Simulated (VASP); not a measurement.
Write the native input for VASP 6.6.1 that does the following.

```
Task                   : single point
Functional             : r2SCAN
Potentials or basis    : VASP PAW PBE potentials, release 64 (S, Mg)
Cutoff                 : 520 eV
k mesh                 : 9 × 9 × 9
Occupations            : fermi-dirac, width 0.05 eV
Spin                   : no spin polarisation
Dipole correction      : no
Further INCAR settings : ALGO = Normal; EDIFF = 1e-06; NBANDS = 11
```

The system is MgS (Niningerite).

```
S Mg
1.0
     0.00000    2.63589    2.63589
     2.63589    0.00000    2.63589
     2.63589    2.63589    0.00000
S Mg
1 1
Direct
  0.50000 0.50000 0.50000
  0.00000 0.00000 0.00000
```

One way to write it, as run:

POSCAR

```
MgS
1.0
    0.0000000000      2.6358861629      2.6358861629
    2.6358861629      0.0000000000      2.6358861629
    2.6358861629      2.6358861629      0.0000000000
S Mg
1 1
Direct
    0.5000000000      0.5000000000      0.5000000000
    0.0000000000      0.0000000000      0.0000000000
```

INCAR.step1

```
  ALGO = Normal
  EDIFF = 1E-4
  ENCUT = 520
  GGA = PE
  ISMEAR = -1
  LASPH = T
  LCHARG = F
  LREAL = F
  LWAVE = T
  NBANDS = 11
  NELM = 100
  PREC = Accurate
  SIGMA = 0.05
```

INCAR.step2

```
  ALGO = Normal
  EDIFF = 1E-6
  ENCUT = 520
  ISIF = 2
  ISMEAR = -1
  ISTART = 1
  LASPH = T
  LCHARG = F
  LMIXTAU = T
  LREAL = F
  LWAVE = F
  METAGGA = R2SCAN
  NBANDS = 11
  NELM = 100
  PREC = Accurate
  SIGMA = 0.05
```

KPOINTS

```
k-points
0
Gamma
  9 9 9
```

Potentials or basis: VASP PAW PBE potentials, release 64 (S, Mg).

Command:

```bash
$ cat potpaw_PBE.64/S/POTCAR potpaw_PBE.64/Mg/POTCAR > POTCAR
$ cp INCAR.step1 INCAR
$ mpirun -np 1 vasp_std > vasp.out
$ cp INCAR.step2 INCAR
$ mpirun -np 1 vasp_std > vasp.out
```

It gave:

```yaml
Pressure: -3.3 GPa
Band_gap_on_the_k_mesh: 3.48 eV, indirect (least direct gap 4.29 eV)
```

Caveat: the PAW data sets were made with another functional, which shifts forces and pressure a little.

It took 42 s on 1 thread of Intel(R) Xeon(R) Platinum 8488C (Sapphire Rapids), with other jobs on the host, peak memory 0.17 GiB.
